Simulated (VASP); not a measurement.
# NaI (I4/mmm) in VASP: further runs, part 2 of 2

VASP 6.6.1. Earlier steps stand in the parts before.

### Step 3. Single point, PBEsol (strain +0.030 along x and y, -0.030 along z)

Input file INCAR:

```
PREC = Accurate ; ENCUT = 520
EDIFF = 1E-6 ; ISMEAR = 0
SIGMA = 0.05 ; LREAL = F
LASPH = T ; NELM = 60
ALGO = Normal ; ISIF = 2
LWAVE = F ; LCHARG = T
GGA = PS ; LELF = T
LVHAR = T ; NBANDS = 14
```

Input file KPOINTS:

```
Automatic mesh
0
Gamma
  6 6 6
```

Input file POSCAR:

```
NaI
1.0
    0.0000000000      3.3334920000      3.1393080000
    3.3334920000      0.0000000000      3.1393080000
    3.3334920000      3.3334920000      0.0000000000
Na I
1 1
Direct
    0.0000000000      0.0000000000      0.0000000000
    0.5000000000      0.5000000000      0.5000000000
```

Potentials or basis: VASP PAW PBE potentials, release 64 (Na_pv, I).

Started as:

```
$ cat potpaw_PBE.64/Na_pv/POTCAR potpaw_PBE.64/I/POTCAR > POTCAR
$ mpirun -np 1 vasp_std > vasp.out
```

OUTCAR:

```text
PREC = Accurate
   ENCUT = 520
   EDIFF = 1E-6
   ISMEAR = 0
   LREAL = F
   LASPH = T
   NELM = 60
   ISIF = 2
   GGA = PS

 ion  position               nearest neighbor table
   1  0.000  0.000  0.000-   2 3.14   2 3.14
   2  0.500  0.500  0.500-   1 3.14   1 3.14

  LATTYP: Found a body centered tetragonal cell.
 ALAT       =     4.7142695965
 C/A-ratio  =     1.3318321898

  Lattice vectors:

 A1 = (   0.0000000000,  -3.3334920000,  -3.1393080000)
 A2 = (   0.0000000000,   3.3334920000,  -3.1393080000)
 A3 = (   3.3334920000,   0.0000000000,   3.1393080000)

Analysis of symmetry for initial positions (statically):
=====================================================================
 Subroutine PRICEL returns:
 Original cell was already a primitive cell.

 Routine SETGRP: Setting up the symmetry group for a
 body centered tetragonal supercell.

 Subroutine GETGRP returns: Found 16 space group operations
 (whereof 16 operations were pure point group operations)
 out of a pool of 16 trial point group operations.

The static configuration has the point symmetry D_4h.

Analysis of symmetry for dynamics (positions and initial velocities):
[... 176 lines left out ...]
      8       3.9657      0.00000
      9       8.2561      0.00000
     10       8.2561      0.00000
     11       8.6382      0.00000
     12       9.8657      0.00000
     13      10.4833      0.00000
     14      10.7586      0.00000
[... 377 lines left out ...]
      1     -21.7572      2.00000
      2     -21.7552      2.00000
      3     -21.7520      2.00000
      4     -10.1369      2.00000
      5      -1.1923      2.00000
      6      -0.4261      2.00000
      7      -0.0309      2.00000
      8       5.5100      0.00000
      9       6.6568      0.00000
     10       8.7540      0.00000
     11       9.9400      0.00000
     12      11.1259      0.00000
     13      12.7425      0.00000
     14      13.4664      0.00000

 [... further k-points ...]

------------------------ aborting loop because EDIFF is reached ----------------------------------------

  FORCE on cell =-STRESS in cart. coord.  units (eV):
  Direction    XX          YY          ZZ          XY          YZ          ZX
  --------------------------------------------------------------------------------------
  -------------------------------------------------------------------------------------
  Total       -0.5141241     -0.5141241      0.0782757      0.0000000     -0.0000000     -0.0000000
  in kB      -11.8063546    -11.8063546      1.7975235      0.0000000     -0.0000000     -0.0000000
  external PRESSURE =      -7.2717285 kB  Pullay stress =       0.0000000 kB

 VOLUME and BASIS-vectors are now :
 -----------------------------------------------------------------------------
  energy-cutoff  :      520.00
  volume of cell :       69.77
      direct lattice vectors                 reciprocal lattice vectors
     0.000000000  3.333492000  3.139308000    -0.149992860  0.149992860  0.159270769
     3.333492000  0.000000000  3.139308000     0.149992860 -0.149992860  0.159270769
     3.333492000  3.333492000  0.000000000     0.149992860  0.149992860 -0.159270769

 POSITION                                       TOTAL-FORCE (eV/Angst)
 -----------------------------------------------------------------------------------
      0.00000      0.00000      0.00000         0.000000      0.000000      0.000000
      3.33349      3.33349      3.13931        -0.000000     -0.000000      0.000000
 -----------------------------------------------------------------------------------
    total drift:                                0.000000      0.000000      0.000000

  FREE ENERGIE OF THE ION-ELECTRON SYSTEM (eV)
  ---------------------------------------------------
  free  energy   TOTEN  =        -5.6470920884 eV

  energy  without entropy=       -5.6470920884  energy(sigma->0) =       -5.64709209
```

Run time: 40 s. Hardware: 1 thread of Intel Xeon 8259CL, shared host; peak memory 0.21 GiB.

Results:

```yaml
Free_energy: -5.6471 eV
Pressure: -0.7 GPa
Band_gap_on_the_k_mesh: 3.42 eV
```

Stress tensor (GPa, compression positive):
```
-1.18  0.00  0.00
 0.00 -1.18  0.00
 0.00  0.00  0.18
```

Levels at points of the mesh, in eV from the valence-band top:
| k point | band 3 | band 4 | band 5 | band 6 | band 7 | band 8 | band 9 | band 10 | band 11 | band 12 |
| --- | --- | --- | --- | --- | --- | --- | --- | --- | --- | --- |
| (0.00, 0.00, 0.00) | -22.30 | -11.02 | -0.09 | 0.00 | 0.00 | 3.42 | 7.71 | 7.71 | 8.09 | 9.32 |
| (0.50, 0.00, 0.00) | -22.30 | -10.72 | -2.15 | -0.34 | -0.26 | 4.91 | 7.10 | 7.59 | 8.47 | 10.06 |
| (0.50, 0.50, 0.00) | -22.30 | -10.62 | -1.86 | -0.83 | -0.83 | 4.38 | 5.35 | 9.79 | 10.84 | 10.84 |
| (0.50, 0.00, 0.50) | -22.30 | -10.67 | -1.88 | -0.82 | -0.58 | 4.43 | 5.51 | 9.36 | 10.63 | 11.34 |

Caveat: the cell differs from its parent crystal (strain +0.030 along x and y, -0.030 along z); the PAW data sets were made with another functional, which shifts forces and pressure a little; spin-orbit coupling is left out, which moves the levels of the heavy elements.

### Step 4. Single point, PBEsol (strain +0.015 along x and y, -0.015 along z)

Input file INCAR:

```
ALGO     = Normal         # electronic algorithm
EDIFF    = 1E-6           # SCF threshold, eV
ENCUT    = 520            # plane-wave cutoff, eV
GGA      = PS             # functional
ISIF     = 2              # what is computed and relaxed
ISMEAR   = 0              # smearing method
LASPH    = True           # aspherical terms in the spheres
LCHARG   = False          # write CHGCAR
LREAL    = False          # projectors in reciprocal space
LWAVE    = False          # write WAVECAR
NBANDS   = 14             # bands
NELM     = 60             # most SCF steps
PREC     = Accurate       # precision mode
SIGMA    = 0.05           # smearing width, eV
```

Input file KPOINTS:

```
k-points
0
Gamma
  6 6 6
```

Input file POSCAR:

```
NaI
1.0
    0.0000000000      3.2849460000      3.1878540000
    3.2849460000      0.0000000000      3.1878540000
    3.2849460000      3.2849460000      0.0000000000
Na I
1 1
Direct
    0.0000000000      0.0000000000      0.0000000000
    0.5000000000      0.5000000000      0.5000000000
```

Started as:

```
$ cat potpaw_PBE.64/Na_pv/POTCAR potpaw_PBE.64/I/POTCAR > POTCAR
$ mpirun -np 1 vasp_std > vasp.out
```

It took 33 s on 1 thread of Intel Xeon 8259CL, shared host; peak memory 0.21 GiB.

Results (log left out):

```yaml
Free_energy: -5.6602 eV
Pressure: -0.6 GPa
Band_gap_on_the_k_mesh: 3.46 eV
```

Stress tensor (GPa, compression positive):
```
-0.88  0.00  0.00
 0.00 -0.88  0.00
 0.00  0.00 -0.19
```

Levels at points of the mesh, in eV from the valence-band top:
| k point | band 3 | band 4 | band 5 | band 6 | band 7 | band 8 | band 9 | band 10 | band 11 | band 12 |
| --- | --- | --- | --- | --- | --- | --- | --- | --- | --- | --- |
| (0.00, 0.00, 0.00) | -22.27 | -11.03 | -0.04 | 0.00 | 0.00 | 3.46 | 7.77 | 7.77 | 7.97 | 9.51 |
| (0.50, 0.00, 0.00) | -22.27 | -10.73 | -2.18 | -0.31 | -0.27 | 4.93 | 7.24 | 7.47 | 8.58 | 10.10 |
| (0.50, 0.50, 0.00) | -22.28 | -10.64 | -1.90 | -0.80 | -0.80 | 4.40 | 5.39 | 9.75 | 11.01 | 11.01 |
| (0.50, 0.00, 0.50) | -22.27 | -10.67 | -1.91 | -0.79 | -0.67 | 4.43 | 5.47 | 9.54 | 10.90 | 11.38 |

Caveat: the cell differs from its parent crystal (strain +0.015 along x and y, -0.015 along z); the PAW data sets were made with another functional, which shifts forces and pressure a little; spin-orbit coupling is left out, which moves the levels of the heavy elements.

### Step 5. Single point, PBEsol (strain +0.030 along x and y, +0.000 along z)

Input file INCAR:

```
SYSTEM = NaI
  PREC = Accurate
  ENCUT = 520
  EDIFF = 1E-6
  ISMEAR = 0
  SIGMA = 0.05
  LREAL = .False.
  LASPH = .True.
  NELM = 60
  ALGO = Normal
  ISIF = 2
  LWAVE = .False.
  LCHARG = .False.
  GGA = PS
  NBANDS = 14
```

Input file KPOINTS:

```
regular mesh
0
Gamma
  6 6 6
  0 0 0
```

Input file POSCAR:

```
NaI
1.0
    0.0000000000      3.3334920000      3.2364000000
    3.3334920000      0.0000000000      3.2364000000
    3.3334920000      3.3334920000      0.0000000000
Na I
1 1
Direct
    0.0000000000      0.0000000000      0.0000000000
    0.5000000000      0.5000000000      0.5000000000
```

Started as:

```
$ cat potpaw_PBE.64/Na_pv/POTCAR potpaw_PBE.64/I/POTCAR > POTCAR
$ mpirun -np 1 vasp_std > vasp.out
```

Wall time 37 s (1 thread of Intel Xeon 8259CL, shared host); peak memory 0.21 GiB.

The run converged. Its results:

| Item | Value |
| --- | --- |
| Free energy | -5.6421 eV |
| Pressure | -1.2 GPa |
| Band gap on the k mesh | 3.36 eV |

Stress tensor (GPa, compression positive):
```
-1.37  0.00  0.00
 0.00 -1.37  0.00
 0.00  0.00 -0.86
```

Levels at points of the mesh, in eV from the valence-band top:
```csv
k point,band 4,band 5,band 6,band 7,band 8,band 9,band 10,band 11
"(0.00, 0.00, 0.00)",-10.93,-0.04,0.00,0.00,3.36,7.77,7.77,7.96
"(0.50, 0.00, 0.00)",-10.66,-2.03,-0.29,-0.24,4.92,7.20,7.43,8.26
"(0.50, 0.50, 0.00)",-10.58,-1.76,-0.73,-0.73,4.38,5.46,9.48,10.75
"(0.50, 0.00, 0.50)",-10.61,-1.77,-0.73,-0.62,4.40,5.54,9.26,10.66
```

Caveat: the cell differs from its parent crystal (strain +0.030 along x and y, +0.000 along z); the PAW data sets were made with another functional, which shifts forces and pressure a little; spin-orbit coupling is left out, which moves the levels of the heavy elements.

### Step 6. Single point, PBEsol (strain +0.030 along x and y, -0.015 along z)

Input file INCAR:

```
PREC = Accurate
ENCUT = 520
EDIFF = 1E-6
ISMEAR = 0
SIGMA = 0.05
LREAL = F
LASPH = T
NELM = 80
ALGO = Normal
ISIF = 2
LWAVE = F
LCHARG = T
GGA = PS
LELF = T
LVHAR = T
NBANDS = 14
```

Input file KPOINTS:

```
Automatic mesh
0
Gamma
  6 6 6
```

Input file POSCAR:

```
NaI
1.0
    0.0000000000      3.3334920000      3.1878540000
    3.3334920000      0.0000000000      3.1878540000
    3.3334920000      3.3334920000      0.0000000000
Na I
1 1
Direct
    0.0000000000      0.0000000000      0.0000000000
    0.5000000000      0.5000000000      0.5000000000
```

Potentials or basis: VASP PAW PBE potentials, release 64 (Na_pv, I).

Started as:

```
$ cat potpaw_PBE.64/Na_pv/POTCAR potpaw_PBE.64/I/POTCAR > POTCAR
$ mpirun -np 1 vasp_std > vasp.out
```

It took 35 s on 1 thread of Intel Xeon 8259CL, shared host; peak memory 0.21 GiB.

The run converged. Its results:

- Free energy: -5.6463 eV
- Pressure: -1.0 GPa
- Band gap on the k mesh: 3.39 eV

Stress tensor (GPa, compression positive):
```
-1.28  0.00  0.00
 0.00 -1.28  0.00
 0.00  0.00 -0.39
```

Levels at points of the mesh, in eV from the valence-band top:
```
           k point  band 3  band 4  band 5  band 6  band 7  band 8  band 9  band 10  band 11  band 12
(0.00, 0.00, 0.00)  -22.31  -10.97   -0.06    0.00    0.00    3.39    7.74     7.74     8.02     9.38
(0.50, 0.00, 0.00)  -22.32  -10.69   -2.09   -0.31   -0.25    4.91    7.15     7.50     8.37    10.03
(0.50, 0.50, 0.00)  -22.32  -10.60   -1.81   -0.78   -0.78    4.38    5.41     9.63    10.80    10.80
(0.50, 0.00, 0.50)  -22.32  -10.64   -1.82   -0.77   -0.60    4.41    5.52     9.31    10.65    11.33
```

Caveat: the cell differs from its parent crystal (strain +0.030 along x and y, -0.015 along z); the PAW data sets were made with another functional, which shifts forces and pressure a little; spin-orbit coupling is left out, which moves the levels of the heavy elements.

### Step 7. Overview

| cell | gap on the mesh (eV) | pressure (GPa) |
| --- | --- | --- |
| a = 4.544, b = 4.544, c = 4.646 Å, angles 59.3, 59.3, 61.5°, 2 atoms | 3.49 | -0.4 |
| a = 4.579, b = 4.579, c = 4.714 Å, angles 59.0, 59.0, 62.0°, 2 atoms | 3.42 | -0.7 |
| a = 4.577, b = 4.577, c = 4.646 Å, angles 59.5, 59.5, 61.0°, 2 atoms | 3.46 | -0.6 |
| a = 4.646, b = 4.646, c = 4.714 Å, angles 59.5, 59.5, 61.0°, 2 atoms | 3.36 | -1.2 |
| a = 4.612, b = 4.612, c = 4.714 Å, angles 59.3, 59.3, 61.5°, 2 atoms | 3.39 | -1.0 |

Alike in all rows: task single point; level PBEsol; potentials or basis VASP PAW PBE potentials, release 64 (Na_pv, I); no spin polarisation; k mesh 6 × 6 × 6; cutoff (eV) 520; smearing gaussian 0.05 eV.

Caveats: the PAW data sets were made with another functional, which shifts forces and pressure a little; spin-orbit coupling is left out, which moves the levels of the heavy elements.

Total energies depend on the potentials used, so only differences within one code and one set of settings carry meaning.
